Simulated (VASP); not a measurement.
Crystal: TiN.

```
Ti N
1.0
     0.00000    2.15659    2.15659
     2.15659    0.00000    2.15659
     2.15659    2.15659    0.00000
Ti N
1 1
Cartesian
  0.0000 0.0000 0.0000
  2.1566 2.1566 2.1566
```

Base run:

```yaml
Program: VASP 6.6.1
Functional: PBEsol
Potentials_or_basis: VASP PAW PBE potentials, release 64 (Ti_sv, N)
Cutoff: 520 eV
k_mesh: 20 × 20 × 20
Occupations: gaussian, width 0.15 eV
Spin: collinear spin, ferromagnetic start
Starting_moments: "[0.375, 0.0] μB"
Fixed_moment: 0.375 μB
```

Its results: pressure -18.1 GPa; site moments Ti +0.29; N +0.01 μB.

Question: The run is repeated on the same cell with these changes: fixed moment from 0.375 μB to 1 μB; moments at the start from [0.38, 0.0] to [1.0, 0.0]. What comes out?

Answer: Pressure -11.6 GPa; site moments Ti +0.76; N +0.05 μB.

Caveats: the PAW data sets were made with another functional, which shifts forces and pressure a little; the total moment is fixed, so each spin has its own Fermi level.
